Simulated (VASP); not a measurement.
A run of VASP 6.6.1 is set up as follows.

Contents of POSCAR:

```
GaN
1.0
    3.1136382449      0.0000000000      0.0000000000
   -1.5568191225      2.6964898183      0.0000000000
    0.0000000000      0.0000000000      5.0711038581
Ga N
2 2
Direct
    0.3333333333      0.6666666667     -0.0007797276
    0.6666666667      0.3333333333      0.4992202724
    0.3333333333      0.6666666667      0.3757797276
    0.6666666667      0.3333333333      0.8757797276
```

INCAR.step1

```
  ALGO = Normal
  EDIFF = 1E-4
  ENCUT = 520
  GGA = PE
  ISMEAR = 0
  LASPH = T
  LCHARG = F
  LREAL = F
  LWAVE = T
  NBANDS = 26
  NELM = 100
  PREC = Accurate
  SIGMA = 0.01
```

INCAR.step2

```
  ALGO = Normal
  EDIFF = 1E-7
  ENCUT = 520
  ISIF = 2
  ISMEAR = 0
  ISTART = 1
  LASPH = T
  LCHARG = T
  LELF = T
  LMIXTAU = T
  LREAL = F
  LVHAR = T
  LWAVE = F
  METAGGA = R2SCAN
  NBANDS = 26
  NELM = 100
  PREC = Accurate
  SIGMA = 0.01
```

Contents of KPOINTS:

```
k-points
0
Gamma
  8 8 4
```

Potentials or basis: VASP PAW PBE potentials, release 64 (Ga_d, N).

Launch:

```console
$ cat potpaw_PBE.64/Ga_d/POTCAR potpaw_PBE.64/N/POTCAR > POTCAR
$ cp INCAR.step1 INCAR
$ mpirun -np 1 vasp_std > vasp.out
$ cp INCAR.step2 INCAR
$ mpirun -np 1 vasp_std > vasp.out
```

Task: Predict the band gap on the k mesh.

Result: 2.80 eV, direct.

Task: What does it give for the pressure?

Result: 16.3 GPa.

Stress tensor (GPa, compression positive):
```
16.36  0.00  0.00
 0.00 16.36  0.00
 0.00  0.00 16.25
```

Caveat: the PAW data sets were made with another functional, which shifts forces and pressure a little. r2SCAN opens gaps a little over a GGA but as a rule still falls short of measured ones.
